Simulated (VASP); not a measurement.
AlNi, 2 atoms in the cell. The structure is cubic, space group Pm-3m (No. 221). Conventional cell: a = 2.881 Å, b = 2.881 Å, c = 2.881 Å, α = 90.00°, β = 90.00°, γ = 90.00°. Ni (site symmetry m-3m) has 8 Al at 2.50 Å and 6 Ni at 2.88 Å within 3.3 Å. Within 3.3 Å of Al (site symmetry m-3m) lie 8 Ni at 2.50 Å and 6 Al at 2.88 Å. 

* Program: VASP 6.6.1
* Task: single point
* Functional: PBEsol
* Potentials or basis: VASP PAW PBE potentials, release 64 (Ni, Al)
* Cutoff: 520 eV
* k mesh: 9 × 9 × 9
* Occupations: fermi-dirac, width 0.05 eV
* Spin: collinear spin, ferromagnetic start
* Starting moments: [1.0, 0.0] μB
* Hubbard terms: Ni d U = 2.0 eV
* Dipole correction: no
* Further INCAR settings: ALGO = Normal; EDIFF = 1e-07; NBANDS = 18

Potentials or basis: VASP PAW PBE potentials, release 64 (Ni, Al).

Launch:

```bash
$ cat potpaw_PBE.64/Ni/POTCAR potpaw_PBE.64/Al/POTCAR > POTCAR
$ mpirun -np 1 vasp_std > vasp.out
```

Hardware: 1 thread of Intel(R) Xeon(R) 6975P-C (Granite Rapids), with other jobs on the host.

**Question.** Estimate the wall time of this run.

**Answer.** Wall time 10 s on 1 thread of Intel(R) Xeon(R) 6975P-C (Granite Rapids), on a shared host, peak memory 0.16 GiB. Counts: scf iterations 15, k points 35.
